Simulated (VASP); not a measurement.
# NbAs (I4_1md) in VASP: further runs

Runs on NbAs. Level: PBEsol. Tasks: single point.

Everything below comes from runs of VASP 6.6.1. Logs are shortened: lines on timing, memory, paths and dates and some standing lists are left out, and cuts for length are marked.

**1. The cell of the first run**

The structure is tetragonal, space group I4_1md (No. 109). Conventional cell: a = 3.393 Å, b = 3.393 Å, c = 11.317 Å, α = 90.00°, β = 90.00°, γ = 90.00°. Within 3.4 Å of Nb (site symmetry 2mm) lie 6 As at 2.56 to 2.57 Å and 8 Nb at 3.30 to 3.39 Å. Within 3.4 Å of As (site symmetry 2mm) lie 6 Nb at 2.56 to 2.57 Å and 8 As at 3.30 to 3.39 Å.

**2. Single point, PBEsol**

The input, INCAR:

```
PREC     = Accurate       # precision mode
ENCUT    = 520            # plane-wave cutoff, eV
EDIFF    = 1E-6           # SCF threshold, eV
ISMEAR   = -1             # smearing method
SIGMA    = 0.05           # smearing width, eV
LREAL    = F              # projectors in reciprocal space
LASPH    = T              # aspherical terms in the spheres
NELM     = 60             # most SCF steps
ALGO     = Normal         # electronic algorithm
ISIF     = 2              # what is computed and relaxed
LWAVE    = F              # write WAVECAR
LCHARG   = F              # write CHGCAR
GGA      = PS             # functional
NBANDS   = 26             # bands
```

The input, KPOINTS:

```
Automatic mesh
0
Gamma
  11 11 11
```

The input, POSCAR:

```
NbAs
1.0
   -1.6966598780      1.6966598780      5.6587174800
    1.6966598780     -1.6966598780      5.6587174800
    1.6966598780      1.6966598780     -5.6587174800
Nb As
2 2
Direct
    0.4982829352     -0.0017170648      0.5000000000
    0.7482829352      0.7482829352      0.0000000000
    0.9177170648      0.4177170648      0.5000000000
    0.1677170648      0.1677170648      0.0000000000
```

Potentials or basis: VASP PAW PBE potentials, release 64 (Nb_sv, As).

The run is started by

```sh
$ cat potpaw_PBE.64/Nb_sv/POTCAR potpaw_PBE.64/As/POTCAR > POTCAR
$ mpirun -np 1 vasp_std > vasp.out
```

OUTCAR:

```text
PREC = Accurate
   ENCUT = 520
   EDIFF = 1E-6
   ISMEAR = -1
   LREAL = F
   LASPH = T
   NELM = 60
   ISIF = 2
   GGA = PS

 ion  position               nearest neighbor table
   1  0.498  0.998  0.500-   4 2.56   4 2.56   3 2.57   3 2.57   3 2.57   3 2.57
   2  0.748  0.748  0.000-   3 2.56   3 2.56   4 2.57   4 2.57   4 2.57   4 2.57
   3  0.918  0.418  0.500-   2 2.56   2 2.56   1 2.57   1 2.57   1 2.57   1 2.57
   4  0.168  0.168  0.000-   1 2.56   1 2.56   2 2.57   2 2.57   2 2.57   2 2.57

  LATTYP: Found a body centered tetragonal cell.
 ALAT       =     3.3933197560
 C/A-ratio  =     3.3352102878

  Lattice vectors:

 A1 = (  -1.6966598780,   1.6966598780,   5.6587174800)
 A2 = (   1.6966598780,  -1.6966598780,   5.6587174800)
 A3 = (   1.6966598780,   1.6966598780,  -5.6587174800)

Analysis of symmetry for initial positions (statically):
=====================================================================
 Subroutine PRICEL returns:
 Original cell was already a primitive cell.

 Routine SETGRP: Setting up the symmetry group for a
 body centered tetragonal supercell.

 Subroutine GETGRP returns: Found  8 space group operations
 (whereof  4 operations were pure point group operations)
 out of a pool of 16 trial point group operations.

The static configuration has the point symmetry C_2v.
 The point group associated with its full space group is C_4v.

Analysis of symmetry for dynamics (positions and initial velocities):
=====================================================================
 Subroutine PRICEL returns:
 Original cell was already a primitive cell.

 Routine SETGRP: Setting up the symmetry group for a
 body centered tetragonal supercell.

 Subroutine GETGRP returns: Found  8 space group operations
 (whereof  4 operations were pure point group operations)
 out of a pool of 16 trial point group operations.

The dynamic configuration has the point symmetry C_2v.
 The point group associated with its full space group is C_4v.

 Subroutine INISYM returns: Found  8 space group operations
 (whereof  4 operations are pure point group operations),
 and found     1 'primitive' translations

----------------------------------------------------------------------------------------

                                     Primitive cell

  volume of cell :      65.1580

  direct lattice vectors                    reciprocal lattice vectors
    -1.696659878  1.696659878  5.658717480     0.000000000  0.294696660  0.088359244
     1.696659878 -1.696659878  5.658717480     0.294696660  0.000000000  0.088359244
     1.696659878  1.696659878 -5.658717480     0.294696660  0.294696660  0.000000000

  length of vectors
     6.146413019  6.146413019  6.146413019     0.307658053  0.307658053  0.416764014

  position of ions in fractional coordinates (direct lattice)
     0.498282935  0.998282935  0.500000000
     0.748282935  0.748282935  0.000000000
     0.917717065  0.417717065  0.500000000
     0.167717065  0.167717065  0.000000000

  ion indices of the primitive-cell ions
   primitive index   ion index
                 1           1
                 2           2
                 3           3
                 4           4

----------------------------------------------------------------------------------------

 KPOINTS: Automatic mesh

Automatic generation of k-mesh.
 Grid dimensions read from file:
 generate k-points for:   11   11   11

 Generating k-lattice:

  Cartesian coordinates                     Fractional coordinates (reciprocal lattice)
     0.000000000  0.026790605  0.008032659     0.090909091  0.000000000 -0.000000000
     0.026790605  0.000000000  0.008032659     0.000000000  0.090909091 -0.000000000
     0.026790605  0.026790605  0.000000000     0.000000000  0.000000000  0.090909091

  Length of vectors
     0.027968914  0.027968914  0.037887638

  Shift w.r.t. Gamma in fractional coordinates (k-lattice)
     0.000000000  0.000000000  0.000000000

 Subroutine IBZKPT returns following result:
 ===========================================

 Found    126 irreducible k-points:

 Following reciprocal coordinates:
            Coordinates               Weight
  0.000000  0.000000  0.000000      1.000000
  0.090909  0.000000 -0.000000      8.000000
  0.181818  0.000000  0.000000      8.000000
  0.272727  0.000000 -0.000000      8.000000
  0.363636  0.000000  0.000000      8.000000
  0.454545 -0.000000  0.000000      8.000000
[... 16 lines left out ...]
 -0.272727  0.181818  0.000000     16.000000
 -0.181818  0.181818  0.000000      4.000000
 [... further k-points ...]
   k-points           NKPTS =    126   k-points in BZ     NKDIM =    126   number of bands    NBANDS=     26
   number of dos      NEDOS =    301   number of ions     NIONS =      4
   total plane-waves  NPLWV = 110592
   dimension x,y,z NGX =    48 NGY =   48 NGZ =   48
   dimension x,y,z NGXF=    96 NGYF=   96 NGZF=   96
   ions per type =               2   2
   NGX,Y,Z   is equivalent  to a cutoff of  12.98, 12.98, 12.98 a.u.
   NGXF,Y,Z  is equivalent  to a cutoff of  25.97, 25.97, 25.97 a.u.
 SYSTEM =  unknown system
   PREC   = accura    normal or accurate (medium, high low for compatibility)
   ISTART =      0    job   : 0-new  1-cont  2-samecut
   ICHARG =      2    charge: 1-file 2-atom 10-const
   ISPIN  =      1    spin polarized calculation?
   LNONCOLLINEAR =      F non collinear calculations
   LSORBIT =      F    spin-orbit coupling
   LASPH  =      T    aspherical Exc in radial PAW
   ENCUT  =  520.0 eV  38.22 Ry    6.18 a.u.  11.43 11.43 11.43*2*pi/ulx,y,z
   NELM   =     60;   NELMIN=  2; NELMDL= -5     # of ELM steps
   EDIFF  = 0.1E-05   stopping-criterion for ELM
   LREAL  =      F    real-space projection
   EDIFFG = 0.1E-04   stopping-criterion for IOM
   NSW    =      0    number of steps for IOM
   IBRION =     -1    ionic relax: 0-MD 1-quasi-New 2-CG
   NFREE  =      0    steps in history (QN), initial steepest desc. (CG)
   ISIF   =      2    stress and relaxation
   ISYM   =      2    0-nonsym 1-usesym 2-fastsym
   POTIM  = 0.5000    time-step for ionic-motion
   TEBEG  =    0.0;   TEEND  =   0.0 temperature during run
   PSTRESS=    0.0 pullay stress
   NELECT =      36.0000    total number of electrons
   NUPDOWN=      -1.0000    fix difference up-down
   EMIN   =  10.00;   EMAX   =-10.00  energy-range for DOS
   EFERMI =   0.00;   METHOD = LEGACY
   ISMEAR =    -1;   SIGMA  =   0.05  broadening in eV -4-tet -1-fermi 0-gaus
   EFERMI_NEDOS =   21; number of points for ismear=-14 and -15
   IALGO  =     38    algorithm
   IMIX   =      4    mixing-type and parameters
     AMIX     =   0.40;   BMIX     =  1.00
     AMIX_MAG =   1.60;   BMIX_MAG =  1.00
  volume/ion in A,a.u.               =      16.29       109.93
  Fermi-wavevector in a.u.,A,eV,Ry     =   1.343342  2.538548 24.552621  1.804567
  Thomas-Fermi vector in A             =   2.471423
   LORBIT       =      0    0 simple, 1 ext, 2 COOP (PROOUT), +10 PAW based schemes
   GGA     = PS    functional components
   LHFCALC =     F    Hartree Fock is set to
   AEXX    =    0.0000 exact exchange contribution
   IVDW    =     0    specifies the selected vdW correction
   LEPSILON=     F    determine dielectric tensor
   LRPA    =     F    only Hartree local field effects (RPA)
 non-spin polarized calculation
  energy-cutoff  :      520.00
  volume of cell :       65.16
 maximum number of plane-waves:      1777
 NGX is ok and might be reduce to    48
   NGX = 23   NGY = 23   NGZ = 23

 number of electron      35.9999999 magnetization

 Free energy of the ion-electron system (eV)
  ---------------------------------------------------
  ext. energy  EPLUGINS =         0.00000000
  ---------------------------------------------------
  free energy    TOTEN  =       -35.01624968 eV

  energy without entropy =      -35.01053184  energy(sigma->0) =      -35.01339076

 E-fermi :  10.3621     XC(G=0): -12.2879

 val. band max:       10.3148008654   @ k =  -0.0909   0.3636   0.0909
 cond. band min:      10.3728025436   @ k =  -0.1818   0.2727   0.1818
 fundamental gap:      0.0580016782
 Fermi energy:        10.3621284279

 k-point     1 :       0.0000    0.0000    0.0000
  band No.  band energies     occupation
      1     -44.5016      2.00000
      2     -44.4591      2.00000
      3     -20.8325      2.00000
      4     -20.6713      2.00000
      5     -20.6713      2.00000
      6     -20.4973      2.00000
[... 18 lines left out ...]
     25      14.5511      0.00000
     26      14.5511      0.00000

 k-point     2 :       0.0909    0.0000   -0.0000
  band No.  band energies     occupation
      1     -44.4997      2.00000
      2     -44.4585      2.00000
      3     -20.8250      2.00000
      4     -20.6921      2.00000
      5     -20.6694      2.00000
      6     -20.5177      2.00000
[... 18 lines left out ...]
     25      14.8076      0.00000
     26      14.9276      0.00000

 k-point     3 :       0.1818    0.0000    0.0000
  band No.  band energies     occupation
      1     -44.4945      2.00000
      2     -44.4570      2.00000
      3     -20.8121      2.00000
      4     -20.7399      2.00000
      5     -20.6641      2.00000
      6     -20.5692      2.00000
[... 18 lines left out ...]
     25      15.1421      0.00000
     26      15.7834      0.00000

 k-point     4 :       0.2727    0.0000   -0.0000
  band No.  band energies     occupation
      1     -44.4873      2.00000
      2     -44.4554      2.00000
      3     -20.8491      2.00000
      4     -20.7488      2.00000
      5     -20.6571      2.00000
      6     -20.6293      2.00000
[... 18 lines left out ...]
     25      15.2462      0.00000
     26      16.6390      0.00000
[... 496 lines left out ...]
      1     -44.4755      2.00000
      2     -44.4500      2.00000
      3     -20.8984      2.00000
      4     -20.7501      2.00000
      5     -20.7046      2.00000
      6     -20.6562      2.00000
[... 18 lines left out ...]
     25      15.0507      0.00000
     26      16.8575      0.00000

 k-point    23 :      -0.2727    0.1818    0.0000
  band No.  band energies     occupation
      1     -44.4824      2.00000
      2     -44.4512      2.00000
      3     -20.8359      2.00000
      4     -20.7614      2.00000
      5     -20.7067      2.00000
      6     -20.6237      2.00000
[... 18 lines left out ...]
     25      15.0185      0.00000
     26      16.4161      0.00000

 k-point    24 :      -0.1818    0.1818    0.0000
  band No.  band energies     occupation
      1     -44.4889      2.00000
      2     -44.4534      2.00000
      3     -20.8028      2.00000
      4     -20.7490      2.00000
      5     -20.7134      2.00000
      6     -20.5689      2.00000
[... 18 lines left out ...]
     25      14.4974      0.00000
     26      16.0337      0.00000

 [... further k-points ...]
[... 5 lines left out ...]
  --------------------------------------------------------------------------------------
  -------------------------------------------------------------------------------------
  Total        4.1762177      4.1762177      4.1182461      0.0000000      0.0000000      0.0000000
  in kB      102.6895207    102.6895207    101.2640508      0.0000000      0.0000000      0.0000000
  external PRESSURE =     102.2143641 kB  Pullay stress =       0.0000000 kB

 VOLUME and BASIS-vectors are now :
 -----------------------------------------------------------------------------
  energy-cutoff  :      520.00
  volume of cell :       65.16
      direct lattice vectors                 reciprocal lattice vectors
    -1.696659878  1.696659878  5.658717480     0.000000000  0.294696660  0.088359244
     1.696659878 -1.696659878  5.658717480     0.294696660  0.000000000  0.088359244
     1.696659878  1.696659878 -5.658717480     0.294696660  0.294696660  0.000000000

 POSITION                                       TOTAL-FORCE (eV/Angst)
 -----------------------------------------------------------------------------------
      1.69666     -0.00000      5.63928        -0.000000     -0.000000      0.000549
      0.00000      0.00000      8.46864        -0.000000     -0.000000      0.000549
      0.00000      1.69666      4.72749         0.000000      0.000000     -0.000549
      0.00000      0.00000      1.89813        -0.000000     -0.000000     -0.000549
 -----------------------------------------------------------------------------------
    total drift:                               -0.000000     -0.000000      0.000003

  FREE ENERGIE OF THE ION-ELECTRON SYSTEM (eV)
  ---------------------------------------------------
  free  energy   TOTEN  =       -35.0162496769 eV

  energy  without entropy=      -35.0105318438  energy(sigma->0) =      -35.01339076
```

Wall time 3.2 min (1 thread of Intel Xeon 6975P-C (Granite Rapids), shared host); peak memory 0.45 GiB.

Results:

| Property | Result |
| --- | --- |
| Free energy | -35.0162 eV |
| Pressure | 10.2 GPa |
| Band gap on the k mesh | zero (filled and empty bands touch) |

Levels at points of the mesh, in eV from the Fermi level:
```tsv
k point	band 15	band 16	band 17	band 18	band 19	band 20	band 21	band 22
(0.00, 0.00, 0.00)	-2.24	-1.78	-1.44	-1.44	0.70	1.37	2.73	3.21
```

Caveat: the PAW data sets were made with another functional, which shifts forces and pressure a little.

**3. Single point, PBEsol**

This run uses another cell than the first one, of 15.05 Å³/atom, 0.924 times its volume.

The input, INCAR:

```
PREC = Accurate
ENCUT = 520
EDIFF = 1E-7
ISMEAR = -1
SIGMA = 0.05
LREAL = False
LASPH = True
NELM = 80
ALGO = Normal
ISIF = 2
LWAVE = False
LCHARG = False
GGA = PS
NBANDS = 26
```

The input, KPOINTS:

```
regular mesh
0
Gamma
  11 11 11
```

The input, POSCAR:

```
NbAs
1.0
   -1.6629340876      1.6629340876      5.4427043597
    1.6629340876     -1.6629340876      5.4427043597
    1.6629340876      1.6629340876     -5.4427043597
Nb As
2 2
Direct
    0.4973918701     -0.0026081299      0.5000000000
    0.7473918701      0.7473918701      0.0000000000
    0.9186081299      0.4186081299      0.5000000000
    0.1686081299      0.1686081299      0.0000000000
```

Potentials or basis: VASP PAW PBE potentials, release 64 (Nb_sv, As).

The run is started by

```sh
$ cat potpaw_PBE.64/Nb_sv/POTCAR potpaw_PBE.64/As/POTCAR > POTCAR
$ mpirun -np 1 vasp_std > vasp.out
```

Wall time 3.6 min (1 thread of Intel Xeon 6975P-C (Granite Rapids), shared host); peak memory 0.42 GiB.

Results (log left out):

| Quantity | Value |
| --- | --- |
| Free energy | -34.4061 eV |
| Pressure | 30.4 GPa |
| Largest force | 0.011 eV/Å |
| Band gap on the k mesh | 0.02 eV, indirect (least direct gap 0.07 eV) |

Forces in eV/Å, atoms in the order of the input:
```
Nb   0.000  0.000 -0.011
Nb   0.000  0.000 -0.011
As   0.000  0.000  0.011
As   0.000  0.000  0.011
```

Stress tensor (GPa, compression positive):
```
30.48  0.00  0.00
 0.00 30.48  0.00
 0.00  0.00 30.32
```

Levels at points of the mesh, in eV from the valence-band top:
```tsv
k point	band 16	band 17	band 18	band 19	band 20	band 21
(0.00, 0.00, 0.00)	-1.86	-1.51	-1.51	0.67	1.49	3.11
```

Caveat: the PAW data sets were made with another functional, which shifts forces and pressure a little.

(Continued in part 2 of 2.)
